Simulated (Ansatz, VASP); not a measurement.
# Two plane-wave programs on Al2O3

```
Al O
1.0
     3.18546    0.00000    0.00000
    -1.59273    2.75869    0.00000
     0.00000    0.00000    6.79685
Al O
2 3
Direct
  0.00000 0.00000 0.27795
  0.00000 0.00000 0.72205
  0.33333 0.66667 0.19945
  0.66667 0.33333 0.80055
  0.00000 0.00000 0.50000
```

Alike in both runs: task single point; functional r2SCAN; k mesh 12 × 12 × 4; occupations gaussian, width 0.05 eV; no spin polarisation.

```csv
,VASP,Ansatz
version,VASP 6.6.1,Ansatz 0.2.0
potentials or method,"VASP PAW PBE potentials, release 64 (Al, O), cutoff 520 eV","scalar-relativistic, plane waves, PAW"
valence electrons in the cell,24,24
```

VASP gave:

| Item | Value |
| --- | --- |
| gap on the k mesh at the Fermi level (eV) | 4.01 |
| least direct gap on the mesh (eV) | 4.40 |
| pressure (GPa) | 6.9 |
| traceless stress, the component that is largest in VASP (GPa) | 61.64 |
| rms of the force components (eV/Å) | 3.100 |

Problem. Which values does Ansatz return?

Solution. gap on the k mesh at the Fermi level (eV): 4.02; least direct gap on the mesh (eV): 4.39; pressure (GPa): 6.7; traceless stress, the component that is largest in VASP (GPa): 60.48; rms of the force components (eV/Å): 3.027.

VASP's potentials were made for PBE, not for r2SCAN. Atom by atom the forces differ by 0.073 eV/Å (rms over components). With one functional, cell and mesh, what is left measures potentials, basis and numerics.
